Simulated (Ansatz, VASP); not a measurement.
# Two plane-wave programs on HfOs3

```
Hf Os
1.0
     3.90742    0.00000    0.00000
     0.00000    3.90742    0.00000
     0.00000    0.00000    3.90742
Hf Os
1 3
Direct
  0.00000 0.00000 0.00000
  0.00000 0.50000 0.50000
  0.50000 0.50000 0.00000
  0.50000 0.00000 0.50000
```

Alike in both runs: task single point; functional PBEsol; k mesh 8 × 8 × 8; occupations gaussian, width 0.05 eV; no spin polarisation.

```csv
,VASP,Ansatz
version,VASP 6.6.1,Ansatz 0.2.0
potentials or method,"VASP PAW PBE potentials, release 64 (Hf_pv, Os), cutoff 520 eV","scalar-relativistic, plane waves, PAW"
valence electrons in the cell,34,74
```

|  | VASP | Ansatz | Ansatz less VASP |
| --- | --- | --- | --- |
| gap on the k mesh at the Fermi level (eV) | none | none | - |
| pressure (GPa) | 6.4 | 6.6 | +0.22 |

VASP's potentials were made for PBE, not for PBEsol. A gap of «none» marks a metal or a gap that the smearing closes. The functional is the same, so the differences come from potentials, cutoffs and numerics. VASP's potentials hold 34 valence electrons a cell and Ansatz's 74, so a difference there can come from the potentials and not from the codes.

Neither program's run includes spin-orbit coupling.
